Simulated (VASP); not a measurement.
HfB2:

```xyz
3
Lattice="3.1400 0.0000 0.0000 -1.5700 2.7193 0.0000 0.0000 0.0000 3.4800" Properties=species:S:1:pos:R:3 pbc="T T T"
Hf    0.0000    0.0000    0.0000
B     0.0000    1.8129    1.7400
B     1.5700    0.9064    1.7400
```

```yaml
Program: VASP 6.6.1
Task: relaxation of cell and atoms
Functional: PBEsol
Potentials_or_basis: VASP PAW PBE potentials, release 64 (Hf_pv, B)
Cutoff: 600 eV
k_mesh: 12 × 12 × 9
Occupations: fermi-dirac, width 0.05 eV
Spin: no spin polarisation
```

At the start: pressure -4.5 GPa; volume 9.90 Å³/atom.

Problem. How do energy, volume and symmetry change on relaxing?

Solution. Over 5 steps the energy falls by 2.6 meV/atom and the volume is 9.73 Å³/atom (-1.8 %); space group P6/mmm (No. 191, to 0.05 Å).

The path:
```csv
step,energy change (eV),largest force (eV/Å),pressure (GPa),volume (Å³)
1,0.0000,0.0000,-4.50,29.71
2,0.0050,0.0000,6.35,28.53
3,-0.0076,0.0000,0.01,29.19
4,-0.0076,0.0000,0.13,29.18
5,-0.0077,0.0000,0.09,29.18
```

Final structure:
```
Hf B
1.0
     3.12539    0.00000    0.00000
    -1.56269    2.70667    0.00000
     0.00000    0.00000    3.44950
Hf B
1 2
Direct
  0.00000 0.00000 0.00000
  0.33333 0.66667 0.50000
  0.66667 0.33333 0.50000
```

Caveat: the PAW data sets were made with another functional, which shifts forces and pressure a little.
